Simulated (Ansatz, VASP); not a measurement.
In3GaSb2N2: VASP beside Ansatz

```xyz
8
Lattice="4.8040 0.0000 0.0000 -2.4020 4.1604 0.0000 0.0000 0.0000 10.7849" Properties=species:S:1:pos:R:3 pbc="T T T"
In    0.0000    0.0000    0.4855
In    0.0000    2.7736    8.8125
In    2.4020    1.3868    8.8125
Ga    0.0000    0.0000    3.3252
Sb    0.0000    2.7736    5.1335
Sb    2.4020    1.3868    5.1335
N     0.0000    2.7736    0.1985
N     2.4020    1.3868    0.1985
```

Alike in both runs: functional PBE; k mesh 3 × 3 × 2; occupations gaussian, width 0.15 eV; no spin polarisation.

Ansatz relaxed the structure, and its values are those at the end. VASP's run is a single point on that final structure, the one shown.

|  | VASP | Ansatz |
| --- | --- | --- |
| version | VASP 6.6.1 | Ansatz 0.2.0 |
| potentials or method | VASP PAW PBE potentials, release 64 (In_d, Ga_d, Sb, N), cutoff 520 eV | scalar-relativistic, plane waves, PAW |
| valence electrons in the cell | 72 | 92 |

Ansatz gave:

| Item | Value |
| --- | --- |
| gap on the k mesh at the Fermi level (eV) | none |
| pressure (GPa) | 0.2 |
| rms of the force components (eV/Å) | 0.008 |

Problem. Which values does VASP return?

Solution. gap on the k mesh at the Fermi level (eV): none; pressure (GPa): 0.2; rms of the force components (eV/Å): 0.020.

A gap of «none» marks a metal or a gap that the smearing closes. VASP's potentials hold 72 valence electrons a cell and Ansatz's 92, so a difference there can come from the potentials and not from the codes.

The k mesh is coarse, so the values compare programs but aren't converged. Spin-orbit coupling is off throughout.
